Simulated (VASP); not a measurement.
# SnTe (Fm-3m) in VASP: further runs

SnTe is run at these levels: revPBE+D3(BJ); tasks: single point.

Everything below comes from runs of VASP 6.6.1. Logs are shortened: lines on timing, memory, paths and dates and some standing lists are left out, and cuts for length are marked.

## (1) The cell of the first run

Symmetry: Fm-3m, No. 225, cubic system. The conventional cell has a = 6.385 Å, b = 6.385 Å, c = 6.385 Å, α = 90.00°, β = 90.00°, γ = 90.00°. Te (site symmetry m-3m) has 6 Sn at 3.19 Å within 4.2 Å. Within 4.2 Å of Sn (site symmetry m-3m) lie 6 Te at 3.19 Å.

## (2) Single point, revPBE+D3(BJ)

INCAR

```
SYSTEM = SnTe
ALGO = Normal
EDIFF = 1E-6
ENCUT = 520
GGA = RE
ISIF = 2
ISMEAR = -1
IVDW = 12
LASPH = .TRUE.
LCHARG = .FALSE.
LREAL = .FALSE.
LWAVE = .FALSE.
NBANDS = 17
NELM = 100
PREC = Accurate
SIGMA = 0.05
```

KPOINTS

```
k-points
0
G
  7 7 7
  0 0 0
```

POSCAR

```
SnTe
1.0
    0.0000000000      3.1923133075      3.1923133075
    3.1923133075      0.0000000000      3.1923133075
    3.1923133075      3.1923133075      0.0000000000
Te Sn
1 1
Direct
    0.5000000000      0.5000000000      0.5000000000
    0.0000000000      0.0000000000      0.0000000000
```

Potentials or basis: VASP PAW PBE potentials, release 64 (Te, Sn_d).

Started as:

```bash
> cat potpaw_PBE.64/Te/POTCAR potpaw_PBE.64/Sn_d/POTCAR > POTCAR
> mpirun -np 1 vasp_std > vasp.out
```

OUTCAR:

```text
SYSTEM = SnTe
   EDIFF = 1E-6
   ENCUT = 520
   GGA = RE
   ISIF = 2
   ISMEAR = -1
   IVDW = 12
   LASPH = .TRUE.
   LREAL = .FALSE.
   NELM = 100
   PREC = Accurate
 IVDW          = 12

 ion  position               nearest neighbor table
   1  0.500  0.500  0.500-   2 3.19   2 3.19   2 3.19   2 3.19   2 3.19   2 3.19
   2  0.000  0.000  0.000-   1 3.19   1 3.19   1 3.19   1 3.19   1 3.19   1 3.19

  LATTYP: Found a face centered cubic cell.
 ALAT       =     6.3846266150

  Lattice vectors:

 A1 = (   0.0000000000,   3.1923133075,   3.1923133075)
 A2 = (   3.1923133075,   0.0000000000,   3.1923133075)
 A3 = (   3.1923133075,   3.1923133075,   0.0000000000)

Analysis of symmetry for initial positions (statically):
[... 33 lines left out ...]
                                     Primitive cell

  volume of cell :      65.0649

  direct lattice vectors                    reciprocal lattice vectors
     0.000000000  3.192313308  3.192313308    -0.156626231  0.156626231  0.156626231
     3.192313308  0.000000000  3.192313308     0.156626231 -0.156626231  0.156626231
     3.192313308  3.192313308  0.000000000     0.156626231  0.156626231 -0.156626231

  length of vectors
     4.514612775  4.514612775  4.514612775     0.271284589  0.271284589  0.271284589

  position of ions in fractional coordinates (direct lattice)
     0.500000000  0.500000000  0.500000000
     0.000000000  0.000000000  0.000000000

  ion indices of the primitive-cell ions
   primitive index   ion index
                 1           1
                 2           2

----------------------------------------------------------------------------------------

 KPOINTS: k-points

Automatic generation of k-mesh.
 Grid dimensions read from file:
 generate k-points for:    7    7    7

 Generating k-lattice:

  Cartesian coordinates                     Fractional coordinates (reciprocal lattice)
    -0.022375176  0.022375176  0.022375176     0.142857143  0.000000000  0.000000000
     0.022375176 -0.022375176  0.022375176     0.000000000  0.142857143  0.000000000
     0.022375176  0.022375176 -0.022375176     0.000000000  0.000000000  0.142857143

  Length of vectors
     0.038754941  0.038754941  0.038754941

  Shift w.r.t. Gamma in fractional coordinates (k-lattice)
     0.000000000  0.000000000  0.000000000

 Subroutine IBZKPT returns following result:
 ===========================================

 Found     20 irreducible k-points:

 Following reciprocal coordinates:
            Coordinates               Weight
  0.000000  0.000000  0.000000      1.000000
  0.142857  0.000000  0.000000      8.000000
  0.285714  0.000000  0.000000      8.000000
  0.428571  0.000000  0.000000      8.000000
  0.142857  0.142857  0.000000      6.000000
  0.285714  0.142857  0.000000     24.000000
[... 12 lines left out ...]
 -0.428571  0.428571  0.142857     24.000000
 -0.285714  0.428571  0.142857     24.000000
   k-points           NKPTS =     20   k-points in BZ     NKDIM =     20   number of bands    NBANDS=     17
   number of dos      NEDOS =    301   number of ions     NIONS =      2
   total plane-waves  NPLWV =  46656
   dimension x,y,z NGX =    36 NGY =   36 NGZ =   36
   dimension x,y,z NGXF=    72 NGYF=   72 NGZF=   72
   ions per type =               1   1
   NGX,Y,Z   is equivalent  to a cutoff of  13.26, 13.26, 13.26 a.u.
   NGXF,Y,Z  is equivalent  to a cutoff of  26.51, 26.51, 26.51 a.u.
 SYSTEM =  SnTe
   PREC   = accura    normal or accurate (medium, high low for compatibility)
   ISTART =      0    job   : 0-new  1-cont  2-samecut
   ICHARG =      2    charge: 1-file 2-atom 10-const
   ISPIN  =      1    spin polarized calculation?
   LNONCOLLINEAR =      F non collinear calculations
   LSORBIT =      F    spin-orbit coupling
   LASPH  =      T    aspherical Exc in radial PAW
   ENCUT  =  520.0 eV  38.22 Ry    6.18 a.u.   8.39  8.39  8.39*2*pi/ulx,y,z
   NELM   =    100;   NELMIN=  2; NELMDL= -5     # of ELM steps
   EDIFF  = 0.1E-05   stopping-criterion for ELM
   LREAL  =      F    real-space projection
   EDIFFG = 0.1E-04   stopping-criterion for IOM
   NSW    =      0    number of steps for IOM
   IBRION =     -1    ionic relax: 0-MD 1-quasi-New 2-CG
   NFREE  =      0    steps in history (QN), initial steepest desc. (CG)
   ISIF   =      2    stress and relaxation
   ISYM   =      2    0-nonsym 1-usesym 2-fastsym
   POTIM  = 0.5000    time-step for ionic-motion
   TEBEG  =    0.0;   TEEND  =   0.0 temperature during run
   PSTRESS=    0.0 pullay stress
   NELECT =      20.0000    total number of electrons
   NUPDOWN=      -1.0000    fix difference up-down
   EMIN   =  10.00;   EMAX   =-10.00  energy-range for DOS
   EFERMI =   0.00;   METHOD = LEGACY
   ISMEAR =    -1;   SIGMA  =   0.05  broadening in eV -4-tet -1-fermi 0-gaus
   EFERMI_NEDOS =   21; number of points for ismear=-14 and -15
   IALGO  =     38    algorithm
   IMIX   =      4    mixing-type and parameters
     AMIX     =   0.40;   BMIX     =  1.00
     AMIX_MAG =   1.60;   BMIX_MAG =  1.00
  volume/ion in A,a.u.               =      32.53       219.54
  Fermi-wavevector in a.u.,A,eV,Ry     =   1.104848  2.087861 16.608493  1.220690
  Thomas-Fermi vector in A             =   2.241327
   LORBIT       =      0    0 simple, 1 ext, 2 COOP (PROOUT), +10 PAW based schemes
   GGA     = RE    functional components
   LHFCALC =     F    Hartree Fock is set to
   AEXX    =    0.0000 exact exchange contribution
   IVDW    =    12    specifies the selected vdW correction
   LEPSILON=     F    determine dielectric tensor
   LRPA    =     F    only Hartree local field effects (RPA)
 non-spin polarized calculation
  energy-cutoff  :      520.00
  volume of cell :       65.06
 maximum number of plane-waves:      1807
 NGX is ok and might be reduce to    36
   NGX = 17   NGY = 17   NGZ = 17

 number of electron      20.0000003 magnetization

 Free energy of the ion-electron system (eV)
  ---------------------------------------------------
  ext. energy  EPLUGINS =         0.00000000
  ---------------------------------------------------
  free energy    TOTEN  =        -6.95638769 eV

  energy without entropy =       -6.95632881  energy(sigma->0) =       -6.95635825

 E-fermi :   6.6319     XC(G=0):  -9.2418

 val. band max:        6.3053818172   @ k =   0.4286   0.0000   0.0000
 cond. band min:       6.9715616193   @ k =   0.4286   0.0000   0.0000
 fundamental gap:      0.6661798020
 Fermi energy:         6.6319224889

 k-point     1 :       0.0000    0.0000    0.0000
  band No.  band energies     occupation
      1     -15.3870      2.00000
      2     -15.3870      2.00000
      3     -15.3851      2.00000
      4     -15.3851      2.00000
      5     -15.3851      2.00000
      6      -5.9547      2.00000
[... 9 lines left out ...]
     16      11.3793      0.00000
     17      13.3615      0.00000

 k-point     2 :       0.1429    0.0000    0.0000
  band No.  band energies     occupation
      1     -15.3877      2.00000
      2     -15.3877      2.00000
      3     -15.3848      2.00000
      4     -15.3841      2.00000
      5     -15.3841      2.00000
      6      -5.7940      2.00000
[... 9 lines left out ...]
     16      11.7804      0.00000
     17      14.5193      0.00000

 k-point     3 :       0.2857    0.0000    0.0000
  band No.  band energies     occupation
      1     -15.3896      2.00000
      2     -15.3896      2.00000
      3     -15.3842      2.00000
      4     -15.3814      2.00000
      5     -15.3814      2.00000
      6      -5.3572      2.00000
[... 9 lines left out ...]
     16      12.8878      0.00000
     17      16.8381      0.00000

 k-point     4 :       0.4286    0.0000    0.0000
  band No.  band energies     occupation
      1     -15.3912      2.00000
      2     -15.3912      2.00000
      3     -15.3837      2.00000
      4     -15.3793      2.00000
      5     -15.3793      2.00000
      6      -4.8660      2.00000
[... 9 lines left out ...]
     16      14.5788      0.00000
     17      15.9783      0.00000

 k-point     5 :       0.1429    0.1429    0.0000
  band No.  band energies     occupation
      1     -15.3892      2.00000
      2     -15.3862      2.00000
      3     -15.3857      2.00000
      4     -15.3835      2.00000
      5     -15.3835      2.00000
      6      -5.7414      2.00000
[... 9 lines left out ...]
     16      12.4243      0.00000
     17      13.5916      0.00000

 k-point     6 :       0.2857    0.1429    0.0000
  band No.  band energies     occupation
      1     -15.3915      2.00000
      2     -15.3869      2.00000
      3     -15.3854      2.00000
      4     -15.3817      2.00000
      5     -15.3810      2.00000
      6      -5.3984      2.00000
[... 9 lines left out ...]
     16      13.5604      0.00000
     17      14.9911      0.00000

 k-point     7 :       0.4286    0.1429    0.0000
  band No.  band energies     occupation
      1     -15.3929      2.00000
      2     -15.3888      2.00000
      3     -15.3840      2.00000
      4     -15.3803      2.00000
      5     -15.3788      2.00000
      6      -4.9096      2.00000
[... 9 lines left out ...]
     16      15.1902      0.00000
     17      15.9301      0.00000

 k-point     8 :      -0.4286    0.1429    0.0000
  band No.  band energies     occupation
      1     -15.3924      2.00000
      2     -15.3903      2.00000
      3     -15.3830      2.00000
      4     -15.3797      2.00000
      5     -15.3789      2.00000
      6      -4.7054      2.00000
[... 9 lines left out ...]
     16      14.4456      0.00000
     17      16.5782      0.00000

 k-point     9 :      -0.2857    0.1429    0.0000
  band No.  band energies     occupation
      1     -15.3904      2.00000
      2     -15.3903      2.00000
      3     -15.3835      2.00000
      4     -15.3811      2.00000
      5     -15.3800      2.00000
      6      -5.0697      2.00000
[... 9 lines left out ...]
     16      15.2420      0.00000
     17      15.5092      0.00000

 k-point    10 :      -0.1429    0.1429    0.0000
  band No.  band energies     occupation
      1     -15.3892      2.00000
      2     -15.3882      2.00000
      3     -15.3845      2.00000
      4     -15.3833      2.00000
      5     -15.3818      2.00000
      6      -5.5406      2.00000
[... 9 lines left out ...]
     16      13.3385      0.00000
     17      14.1273      0.00000

 k-point    11 :       0.2857    0.2857    0.0000
  band No.  band energies     occupation
      1     -15.3949      2.00000
      2     -15.3870      2.00000
      3     -15.3846      2.00000
      4     -15.3797      2.00000
      5     -15.3797      2.00000
      6      -5.1784      2.00000
[... 9 lines left out ...]
     16      14.7917      0.00000
     17      14.7923      0.00000

 k-point    12 :       0.4286    0.2857    0.0000
  band No.  band energies     occupation
      1     -15.3968      2.00000
      2     -15.3865      2.00000
      3     -15.3851      2.00000
      4     -15.3784      2.00000
      5     -15.3778      2.00000
      6      -4.7988      2.00000
[... 9 lines left out ...]
     16      15.7866      0.00000
     17      16.2154      0.00000

 k-point    13 :      -0.4286    0.2857    0.0000
  band No.  band energies     occupation
      1     -15.3959      2.00000
      2     -15.3871      2.00000
      3     -15.3841      2.00000
      4     -15.3791      2.00000
      5     -15.3778      2.00000
      6      -4.5359      2.00000
[... 9 lines left out ...]
     16      14.8944      0.00000
     17      17.1344      0.00000

 k-point    14 :      -0.2857    0.2857    0.0000
  band No.  band energies     occupation
      1     -15.3931      2.00000
      2     -15.3892      2.00000
      3     -15.3814      2.00000
      4     -15.3812      2.00000
      5     -15.3795      2.00000
      6      -4.6849      2.00000
[... 9 lines left out ...]
     16      13.4660      0.00000
     17      15.7058      0.00000

 k-point    15 :       0.4286    0.4286    0.0000
  band No.  band energies     occupation
      1     -15.4000      2.00000
      2     -15.3880      2.00000
      3     -15.3832      2.00000
      4     -15.3766      2.00000
      5     -15.3766      2.00000
      6      -4.6038      2.00000
[... 9 lines left out ...]
     16      16.3859      0.00000
     17      17.4112      0.00000

 k-point    16 :      -0.4286    0.4286    0.0000
  band No.  band energies     occupation
      1     -15.3994      2.00000
      2     -15.3870      2.00000
      3     -15.3841      2.00000
      4     -15.3769      2.00000
      5     -15.3765      2.00000
      6      -4.4825      2.00000
[... 9 lines left out ...]
     16      16.0557      0.00000
     17      16.4133      0.00000

 k-point    17 :       0.4286    0.2857    0.1429
  band No.  band energies     occupation
      1     -15.3935      2.00000
      2     -15.3872      2.00000
      3     -15.3851      2.00000
      4     -15.3798      2.00000
      5     -15.3797      2.00000
      6      -5.0250      2.00000
[... 9 lines left out ...]
     16      14.8183      0.00000
     17      15.6445      0.00000

 k-point    18 :      -0.4286    0.2857    0.1429
  band No.  band energies     occupation
      1     -15.3943      2.00000
      2     -15.3883      2.00000
      3     -15.3832      2.00000
      4     -15.3804      2.00000
      5     -15.3780      2.00000
      6      -4.6382      2.00000
[... 9 lines left out ...]
     16      15.3094      0.00000
     17      16.4325      0.00000

 k-point    19 :      -0.4286    0.4286    0.1429
  band No.  band energies     occupation
      1     -15.3977      2.00000
      2     -15.3859      2.00000
      3     -15.3854      2.00000
      4     -15.3786      2.00000
      5     -15.3766      2.00000
      6      -4.5357      2.00000
[... 9 lines left out ...]
     16      16.0253      0.00000
     17      17.0410      0.00000

 k-point    20 :      -0.2857    0.4286    0.1429
  band No.  band energies     occupation
      1     -15.3961      2.00000
      2     -15.3871      2.00000
      3     -15.3832      2.00000
      4     -15.3809      2.00000
      5     -15.3766      2.00000
      6      -4.4568      2.00000
[... 9 lines left out ...]
     16      16.3053      0.00000
     17      16.8146      0.00000

------------------------ aborting loop because EDIFF is reached ----------------------------------------

 Edisp (eV)   -1.44472

 E8    (eV) :    -1.0461

  FORCE on cell =-STRESS in cart. coord.  units (eV):
  Direction    XX          YY          ZZ          XY          YZ          ZX
  --------------------------------------------------------------------------------------
  -------------------------------------------------------------------------------------
  Total      -0.94851    -0.94851    -0.94851    -0.00000     0.00000     0.00000
  in kB     -23.35636   -23.35636   -23.35636    -0.00000     0.00000     0.00000
  external pressure =      -23.36 kB  Pullay stress =        0.00 kB

 VOLUME and BASIS-vectors are now :
 -----------------------------------------------------------------------------
  energy-cutoff  :      520.00
  volume of cell :       65.06
      direct lattice vectors                 reciprocal lattice vectors
     0.000000000  3.192313308  3.192313308    -0.156626231  0.156626231  0.156626231
     3.192313308  0.000000000  3.192313308     0.156626231 -0.156626231  0.156626231
     3.192313308  3.192313308  0.000000000     0.156626231  0.156626231 -0.156626231

 POSITION                                       TOTAL-FORCE (eV/Angst)
 -----------------------------------------------------------------------------------
      3.19231      3.19231      3.19231        -0.000000     -0.000000      0.000000
      0.00000      0.00000      0.00000         0.000000      0.000000     -0.000000
 -----------------------------------------------------------------------------------
    total drift:                               -0.000000      0.000000      0.000000

  FREE ENERGIE OF THE ION-ELECTRON SYSTEM (eV)
  ---------------------------------------------------
  free  energy   TOTEN  =        -8.4011034959 eV

  energy  without entropy=       -8.4010446102  energy(sigma->0) =       -8.40107405
```

Run time: 30 s. Hardware: 1 thread of AMD EPYC 7R43 (Zen 3), shared host; peak memory 0.18 GiB.

What came out:

```
Free energy                : -8.4011 eV
Pressure                   : -2.3 GPa
Dispersion energy per atom : -0.722 eV
```

Caveat: this odd mesh misses L, where the gap lies, so gap, dielectric constants and Born charges aren't listed; the PAW data sets were made with another functional, which shifts forces and pressure a little; spin-orbit coupling is left out, which moves the levels of the heavy elements.

(Continued in part 2 of 2.)
